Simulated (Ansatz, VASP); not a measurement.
Two plane-wave programs on W

The input INCAR:

```
  ALGO = Normal
  EDIFF = 1E-7
  ENCUT = 520
  ISIF = 2
  ISMEAR = -1
  LASPH = True
  LCHARG = False
  LREAL = False
  LWAVE = False
  NBANDS = 13
  NELM = 60
  PREC = Accurate
  SIGMA = 0.1
```

KPOINTS

```
k-points
0
Gamma
  9 9 9
```

POSCAR

```
W
1.0
   -1.5676867250      1.5676867250      1.5676867250
    1.5676867250     -1.5676867250      1.5676867250
    1.5676867250      1.5676867250     -1.5676867250
W
1
Direct
    0.0000000000      0.0000000000      0.0000000000
```

Input for Ansatz:

```yaml
crystal:
  lattice:
    - [-1.567686725, 1.567686725, 1.567686725]
    - [1.567686725, -1.567686725, 1.567686725]
    - [1.567686725, 1.567686725, -1.567686725]
  atoms:
    - { symbol: W, position: [0.0, 0.0, 0.0] }
hamiltonian:
  xc: lda
  pseudopotentials:
    kind: paw
    azcp:
      W: "pseudopotentials/W.paw.azcp"
basis:
  ecutwfc: 420
  fft_grid_basis: typed
kpoints:
  mp_grid: { grid: [9, 9, 9], shift: [0, 0, 0] }
magnetization:
  spin_polarized: false
scf:
  occupations: { method: fermi_dirac, width: 0.1 }
  lower_state_search: "off"
output:
  stress: true
```

Alike in both runs: task single point; functional LDA; k mesh 9 × 9 × 9; occupations fermi-dirac, width 0.1 eV; no spin polarisation.

|  | VASP | Ansatz |
| --- | --- | --- |
| version | VASP 6.6.1 | Ansatz 0.2.0 |
| potentials or method | VASP PAW LDA potentials, release 64 (W_sv), cutoff 520 eV | plane waves (420 eV) with PAW, scalar-relativistic |
| valence electrons in the cell | 14 | 14 |

```csv
,VASP,Ansatz,Ansatz less VASP
pressure (GPa),1.5,-0.4,-1.95
```

Ansatz warns that its potentials were made for another functional, while VASP's fit it. LDA's correlation is that of Perdew and Zunger in VASP and of Perdew and Wang (1992) in Ansatz.

Neither program's run includes spin-orbit coupling.
